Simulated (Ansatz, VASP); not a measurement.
**Two plane-wave programs on B2N**

```xyz
6
Lattice="2.0807 1.2013 2.8001 -2.0807 1.2013 2.8001 0.0000 -2.4026 2.8001" Properties=species:S:1:pos:R:3 pbc="T T T"
B     0.0000    1.2013    2.8001
B    -1.0403   -0.6006    2.8001
B     1.0403   -0.6006    2.8001
B     0.0000    0.0000    0.0000
N     0.0000    0.0000    6.5703
N     0.0000    0.0000    1.8301
```

Alike in both runs: functional PBE; k mesh 4 × 4 × 4; occupations gaussian, width 0.2 eV; no spin polarisation.

Ansatz relaxed the structure, and its values are those at the end. VASP's run is a single point on that final structure, the one shown.

```csv
,VASP,Ansatz
version,VASP 6.6.1,Ansatz 0.2.0
potentials or method,"VASP PAW PBE potentials, release 64 (B, N), cutoff 600 eV","scalar-relativistic, plane waves, PAW"
valence electrons in the cell,22,22
```

|  | VASP | Ansatz | Ansatz less VASP |
| --- | --- | --- | --- |
| gap on the k mesh at the Fermi level (eV) | none | none | - |
| pressure (GPa) | -0.2 | -0.1 | +0.08 |
| rms of the force components (eV/Å) | 0.007 | 0.009 | +0.0015 |

A gap of «none» marks a metal or a gap that the smearing closes. With one functional, cell and mesh, what is left measures potentials, basis and numerics.

The k mesh is coarse, so the values compare programs but aren't converged.
